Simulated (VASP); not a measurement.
# Cu (I4/mmm) in VASP: further runs

Cu is run at these levels: LDA; tasks: single point.

Everything below comes from runs of VASP 6.6.1. Logs are shortened: lines on timing, memory, paths and dates and some standing lists are left out, and cuts for length are marked.

## 1. The cell of the first run

It takes space group I4/mmm (No. 139, tetragonal). The conventional cell has a = 2.890 Å, b = 2.890 Å, c = 2.716 Å, α = 90.00°, β = 90.00°, γ = 90.00°. Cu (site symmetry 4/mmm) has 14 Cu at 2.45 to 2.89 Å within 3.2 Å.

## 2. Single point, LDA

File INCAR:

```
SYSTEM = Cu
PREC = Accurate
ENCUT = 820
EDIFF = 1E-6
ISMEAR = 0
SIGMA = 0.15
LREAL = .FALSE.
LASPH = .TRUE.
NELM = 120
ALGO = Normal
ISIF = 2
LWAVE = .FALSE.
LCHARG = .FALSE.
GGA = CA
NBANDS = 16
GGA_COMPAT = .FALSE.
```

File KPOINTS:

```
regular mesh
0
G
  22 22 22
  0 0 0
```

File POSCAR:

```
Cu
1.0
   -1.4452500000      1.4452500000      1.3578500000
    1.4452500000     -1.4452500000      1.3578500000
    1.4452500000      1.4452500000     -1.3578500000
Cu
1
Direct
    0.0000000000      0.0000000000      0.0000000000
```

Potentials or basis: VASP PAW LDA potentials, release 64 (Cu_sv_GW).

Started as:

```bash
cat potpaw_LDA.64/Cu_sv_GW/POTCAR > POTCAR
mpirun -np 1 vasp_std > vasp.out
```

OUTCAR:

```text
SYSTEM = Cu
   PREC = Accurate
   ENCUT = 820
   EDIFF = 1E-6
   ISMEAR = 0
   LREAL = .FALSE.
   LASPH = .TRUE.
   NELM = 120
   ISIF = 2
   GGA = CA

 ion  position               nearest neighbor table
   1  0.000  0.000  0.000-

  LATTYP: Found a body centered tetragonal cell.
 ALAT       =     2.8905000000
 C/A-ratio  =     0.9395260336

  Lattice vectors:

 A1 = (  -1.4452500000,   1.4452500000,   1.3578500000)
 A2 = (   1.4452500000,  -1.4452500000,   1.3578500000)
 A3 = (   1.4452500000,   1.4452500000,  -1.3578500000)

Analysis of symmetry for initial positions (statically):
=====================================================================
 Subroutine PRICEL returns:
 Original cell was already a primitive cell.

 Routine SETGRP: Setting up the symmetry group for a
 body centered tetragonal supercell.

 Subroutine GETGRP returns: Found 16 space group operations
 (whereof 16 operations were pure point group operations)
 out of a pool of 16 trial point group operations.

The static configuration has the point symmetry D_4h.

Analysis of symmetry for dynamics (positions and initial velocities):
=====================================================================
 Subroutine PRICEL returns:
 Original cell was already a primitive cell.

 Routine SETGRP: Setting up the symmetry group for a
 body centered tetragonal supercell.

 Subroutine GETGRP returns: Found 16 space group operations
 (whereof 16 operations were pure point group operations)
 out of a pool of 16 trial point group operations.

The dynamic configuration has the point symmetry D_4h.

 Subroutine INISYM returns: Found 16 space group operations
 (whereof 16 operations are pure point group operations),
 and found     1 'primitive' translations

----------------------------------------------------------------------------------------

                                     Primitive cell

  volume of cell :      11.3448

  direct lattice vectors                    reciprocal lattice vectors
    -1.445250000  1.445250000  1.357850000     0.000000000  0.345960906  0.368229186
     1.445250000 -1.445250000  1.357850000     0.345960906  0.000000000  0.368229186
     1.445250000  1.445250000 -1.357850000     0.345960906  0.345960906  0.000000000

  length of vectors
     2.453823903  2.453823903  2.453823903     0.505254077  0.505254077  0.489262606

  position of ions in fractional coordinates (direct lattice)
     0.000000000  0.000000000  0.000000000

  ion indices of the primitive-cell ions
   primitive index   ion index
                 1           1

----------------------------------------------------------------------------------------

 KPOINTS: regular mesh

Automatic generation of k-mesh.
 Grid dimensions read from file:
 generate k-points for:   22   22   22

 Generating k-lattice:

  Cartesian coordinates                     Fractional coordinates (reciprocal lattice)
     0.000000000  0.015725496  0.016737690     0.045454545  0.000000000  0.000000000
     0.015725496  0.000000000  0.016737690     0.000000000  0.045454545  0.000000000
     0.015725496  0.015725496  0.000000000     0.000000000  0.000000000  0.045454545

  Length of vectors
     0.022966094  0.022966094  0.022239209

  Shift w.r.t. Gamma in fractional coordinates (k-lattice)
     0.000000000  0.000000000  0.000000000

 Subroutine IBZKPT returns following result:
 ===========================================

 Found    834 irreducible k-points:

 Following reciprocal coordinates:
            Coordinates               Weight
  0.000000  0.000000  0.000000      1.000000
  0.045455 -0.000000  0.000000      8.000000
  0.090909 -0.000000  0.000000      8.000000
  0.136364  0.000000  0.000000      8.000000
  0.181818  0.000000 -0.000000      8.000000
  0.227273 -0.000000  0.000000      8.000000
[... 16 lines left out ...]
  0.500000  0.045455  0.000000     16.000000
 -0.454545  0.045455 -0.000000     16.000000
 [... further k-points ...]
   k-points           NKPTS =    834   k-points in BZ     NKDIM =    834   number of bands    NBANDS=     16
   number of dos      NEDOS =    301   number of ions     NIONS =      1
   total plane-waves  NPLWV =  13824
   dimension x,y,z NGX =    24 NGY =   24 NGZ =   24
   dimension x,y,z NGXF=    48 NGYF=   48 NGZF=   48
   ions per type =               1
   NGX,Y,Z   is equivalent  to a cutoff of  16.26, 16.26, 16.26 a.u.
   NGXF,Y,Z  is equivalent  to a cutoff of  32.52, 32.52, 32.52 a.u.
 SYSTEM =  Cu
   PREC   = accura    normal or accurate (medium, high low for compatibility)
   ISTART =      0    job   : 0-new  1-cont  2-samecut
   ICHARG =      2    charge: 1-file 2-atom 10-const
   ISPIN  =      1    spin polarized calculation?
   LNONCOLLINEAR =      F non collinear calculations
   LSORBIT =      F    spin-orbit coupling
   LASPH  =      T    aspherical Exc in radial PAW
   ENCUT  =  820.0 eV  60.27 Ry    7.76 a.u.   5.73  5.73  5.73*2*pi/ulx,y,z
   NELM   =    120;   NELMIN=  2; NELMDL= -5     # of ELM steps
   EDIFF  = 0.1E-05   stopping-criterion for ELM
   LREAL  =      F    real-space projection
   EDIFFG = 0.1E-04   stopping-criterion for IOM
   NSW    =      0    number of steps for IOM
   IBRION =     -1    ionic relax: 0-MD 1-quasi-New 2-CG
   NFREE  =      0    steps in history (QN), initial steepest desc. (CG)
   ISIF   =      2    stress and relaxation
   ISYM   =      2    0-nonsym 1-usesym 2-fastsym
   POTIM  = 0.5000    time-step for ionic-motion
   TEBEG  =    0.0;   TEEND  =   0.0 temperature during run
   PSTRESS=    0.0 pullay stress
   NELECT =      19.0000    total number of electrons
   NUPDOWN=      -1.0000    fix difference up-down
   EMIN   =  10.00;   EMAX   =-10.00  energy-range for DOS
   EFERMI =   0.00;   METHOD = LEGACY
   ISMEAR =     0;   SIGMA  =   0.15  broadening in eV -4-tet -1-fermi 0-gaus
   EFERMI_NEDOS =   21; number of points for ismear=-14 and -15
   IALGO  =     38    algorithm
   IMIX   =      4    mixing-type and parameters
     AMIX     =   0.40;   BMIX     =  1.00
     AMIX_MAG =   1.60;   BMIX_MAG =  1.00
  volume/ion in A,a.u.               =      11.34        76.56
  Fermi-wavevector in a.u.,A,eV,Ry     =   1.944137  3.673886 51.425495  3.779667
  Thomas-Fermi vector in A             =   2.973153
   LORBIT       =      0    0 simple, 1 ext, 2 COOP (PROOUT), +10 PAW based schemes
   GGA     = CA    functional components
   LHFCALC =     F    Hartree Fock is set to
   AEXX    =    0.0000 exact exchange contribution
   IVDW    =     0    specifies the selected vdW correction
   LEPSILON=     F    determine dielectric tensor
   LRPA    =     F    only Hartree local field effects (RPA)
 non-spin polarized calculation
 Gauss-broadening in eV      SIGMA  =   0.15
  energy-cutoff  :      820.00
  volume of cell :       11.34
 maximum number of plane-waves:       622
   NGX = 11   NGY = 11   NGZ = 11

 number of electron      19.0000000 magnetization

 Free energy of the ion-electron system (eV)
  ---------------------------------------------------
  ext. energy  EPLUGINS =         0.00000000
  ---------------------------------------------------
  free energy    TOTEN  =        -4.81478890 eV

  energy without entropy =       -4.81051253  energy(sigma->0) =       -4.81265071

 E-fermi :   7.7085     XC(G=0): -14.0855

 val. band max:        7.7073177135   @ k =   0.5000   0.2273   0.1364
 cond. band min:       7.7236535825   @ k =   0.5000   0.1818   0.1364
 fundamental gap:      0.0163358689
 Fermi energy:         7.7084815612

 k-point     1 :       0.0000    0.0000    0.0000
  band No.  band energies     occupation
      1    -103.9057      2.00000
      2     -61.7944      2.00000
      3     -61.7892      2.00000
      4     -61.7892      2.00000
      5      -2.0125      2.00000
      6       4.2673      2.00000
[... 8 lines left out ...]
     15      36.6255      0.00000
     16      36.6257      0.00000

 k-point     2 :       0.0455   -0.0000    0.0000
  band No.  band energies     occupation
      1    -103.9052      2.00000
      2     -61.7959      2.00000
      3     -61.7902      2.00000
      4     -61.7901      2.00000
      5      -1.9284      2.00000
      6       4.2759      2.00000
[... 8 lines left out ...]
     15      35.7190      0.00000
     16      36.2064      0.00000

 k-point     3 :       0.0909   -0.0000    0.0000
  band No.  band energies     occupation
      1    -103.9039      2.00000
      2     -61.8029      2.00000
      3     -61.7932      2.00000
      4     -61.7911      2.00000
      5      -1.6779      2.00000
      6       4.2754      2.00000
[... 8 lines left out ...]
     15      34.8691      0.00000
     16      35.9629      0.00000

 k-point     4 :       0.1364    0.0000    0.0000
  band No.  band energies     occupation
      1    -103.9019      2.00000
      2     -61.8151      2.00000
      3     -61.7977      2.00000
      4     -61.7915      2.00000
      5      -1.2678      2.00000
      6       4.2282      2.00000
[... 8 lines left out ...]
     15      34.1083      0.00000
     16      36.2648      0.00000

 k-point     5 :       0.1818    0.0000   -0.0000
  band No.  band energies     occupation
      1    -103.8995      2.00000
      2     -61.8310      2.00000
      3     -61.8038      2.00000
      4     -61.7919      2.00000
      5      -0.7113      2.00000
      6       4.1406      2.00000
[... 8 lines left out ...]
     15      33.4918      0.00000
     16      36.8599      0.00000

 k-point     6 :       0.2273   -0.0000    0.0000
  band No.  band energies     occupation
      1    -103.8968      2.00000
      2     -61.8494      2.00000
      3     -61.8106      2.00000
      4     -61.7922      2.00000
      5      -0.0340      2.00000
      6       4.0318      2.00000
[... 8 lines left out ...]
     15      33.0205      0.00000
     16      37.6530      0.00000
[... 267 lines left out ...]
 k-point    21 :       0.4091    0.0455    0.0000
  band No.  band energies     occupation
      1    -103.8859      2.00000
      2     -61.9191      2.00000
      3     -61.8372      2.00000
      4     -61.7948      2.00000
      5       2.3725      2.00000
      6       3.6113      2.00000
[... 8 lines left out ...]
     15      32.6270      0.00000
     16      40.5473      0.00000

 k-point    22 :       0.4545    0.0455    0.0000
  band No.  band energies     occupation
      1    -103.8851      2.00000
      2     -61.9240      2.00000
      3     -61.8393      2.00000
      4     -61.7948      2.00000
      5       2.4313      2.00000
      6       3.5807      2.00000
[... 8 lines left out ...]
     15      32.6319      0.00000
     16      41.2744      0.00000

 k-point    23 :       0.5000    0.0455    0.0000
  band No.  band energies     occupation
      1    -103.8851      2.00000
      2     -61.9237      2.00000
      3     -61.8394      2.00000
      4     -61.7947      2.00000
      5       2.4294      2.00000
      6       3.5818      2.00000
[... 8 lines left out ...]
     15      32.6728      0.00000
     16      41.8423      0.00000

 k-point    24 :      -0.4545    0.0455   -0.0000
  band No.  band energies     occupation
      1    -103.8859      2.00000
      2     -61.9184      2.00000
      3     -61.8373      2.00000
      4     -61.7945      2.00000
      5       2.3653      2.00000
      6       3.6145      2.00000
[... 8 lines left out ...]
     15      32.7523      0.00000
     16      42.1852      0.00000

 [... further k-points ...]
[... 5 lines left out ...]
  --------------------------------------------------------------------------------------
  -------------------------------------------------------------------------------------
  Total       -0.4851865     -0.4851865     -0.4906838      0.0000000      0.0000000      0.0000000
  in kB      -68.5206548    -68.5206548    -69.2970189      0.0000000      0.0000000      0.0000000
  external PRESSURE =     -68.7794429 kB  Pullay stress =       0.0000000 kB

 VOLUME and BASIS-vectors are now :
 -----------------------------------------------------------------------------
  energy-cutoff  :      820.00
  volume of cell :       11.34
      direct lattice vectors                 reciprocal lattice vectors
    -1.445250000  1.445250000  1.357850000     0.000000000  0.345960906  0.368229186
     1.445250000 -1.445250000  1.357850000     0.345960906  0.000000000  0.368229186
     1.445250000  1.445250000 -1.357850000     0.345960906  0.345960906  0.000000000

 POSITION                                       TOTAL-FORCE (eV/Angst)
 -----------------------------------------------------------------------------------
      0.00000      0.00000      0.00000         0.000000      0.000000      0.000000
 -----------------------------------------------------------------------------------
    total drift:                                0.000000      0.000000      0.000000

  FREE ENERGIE OF THE ION-ELECTRON SYSTEM (eV)
  ---------------------------------------------------
  free  energy   TOTEN  =        -4.8147888958 eV

  energy  without entropy=       -4.8105125329  energy(sigma->0) =       -4.81265071
```

Run time: 2.2 min. Hardware: 1 thread of Intel Xeon Platinum 8259CL at 2.50GHz (Skylake/Cascade Lake), shared host; peak memory 0.44 GiB.

Results:

- Free energy: -4.8148 eV
- Pressure: -6.9 GPa
- Band gap on the k mesh: zero (an odd number of electrons rules out a gap without spin polarisation)

Caveat: the cell stands under tension.

## 3. Single point, LDA

File INCAR:

```
SYSTEM = Cu
PREC = Accurate ; ENCUT = 820
EDIFF = 1E-6 ; ISMEAR = 0
SIGMA = 0.15 ; LREAL = .False.
LASPH = .True. ; NELM = 120
ALGO = Normal ; ISIF = 2
LWAVE = .False. ; LCHARG = .False.
GGA = CA ; NBANDS = 16
GGA_COMPAT = .False.
```

File KPOINTS:

```
regular mesh
0
Gamma
  22 22 22
  0 0 0
```

File POSCAR:

```
Cu
1.0
   -1.4273957576      1.4273957576      1.3913500000
    1.4273957576     -1.4273957576      1.3913500000
    1.4273957576      1.4273957576     -1.3913500000
Cu
1
Direct
    0.0000000000      0.0000000000      0.0000000000
```

Potentials or basis: VASP PAW LDA potentials, release 64 (Cu_sv_GW).

Started as:

```bash
cat potpaw_LDA.64/Cu_sv_GW/POTCAR > POTCAR
mpirun -np 1 vasp_std > vasp.out
```

Wall time 74 s (1 thread of Intel Xeon 6975P-C (Granite Rapids), shared host); peak memory 0.44 GiB.

The run converged. Its results:

- Free energy: -4.8142 eV
- Pressure: -6.9 GPa
- Band gap on the k mesh: zero (an odd number of electrons rules out a gap without spin polarisation)

Stress tensor (GPa, compression positive):
```
-6.74  0.00  0.00
 0.00 -6.74  0.00
 0.00  0.00 -7.16
```

Levels at points of the mesh, in eV from the Fermi level:
| k point | band 8 | band 9 | band 10 | band 11 | band 12 | band 13 |
| --- | --- | --- | --- | --- | --- | --- |
| (0.00, 0.00, 0.00) | -3.23 | -2.22 | -2.11 | 25.31 | 25.31 | 25.95 |
| (0.50, 0.00, 0.00) | -2.01 | -1.37 | -0.66 | 4.63 | 17.60 | 17.62 |
| (0.50, 0.50, 0.00) | -2.07 | -1.39 | -0.86 | 4.34 | 18.28 | 18.39 |
| (0.50, 0.50, 0.50) | -1.57 | -1.54 | 7.95 | 7.95 | 8.94 | 13.77 |

Caveat: the cell stands under tension.

[end of part 1 of 2]
